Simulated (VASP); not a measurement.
Crystal: MgS.

```
CELL_PARAMETERS angstrom
4.04877 0.00000 0.00000
-2.02438 3.50634 0.00000
0.00000 0.00000 6.48666
ATOMIC_POSITIONS crystal
Mg 0.33333 0.66667 0.99713
Mg 0.66667 0.33333 0.49713
S 0.33333 0.66667 0.37787
S 0.66667 0.33333 0.87787
```

This cell differs from its parent crystal: strain +0.5%.

Program: VASP 6.6.1. Alike in all runs: task single point; potentials or basis VASP PAW PBE potentials, release 64 (Mg, S); no spin polarisation; cell as given; cutoff (eV) 520.

Q: Order these runs on this cell by their band gap on the k mesh, lowest first.
A. level r2SCAN; k mesh 12 × 12 × 4; smearing gaussian 0.01 eV
B. level HSE06; k mesh 6 × 6 × 4; smearing gaussian 0.01 eV; grid for exact exchange (PRECFOCK) Normal; screening parameter 0.2079 1/Å
C. level PBE; k mesh 12 × 12 × 4; smearing fermi-dirac 0.02 eV

A: C (3.39 eV), A (4.06 eV), B (4.44 eV).

A k mesh can miss the band edges.
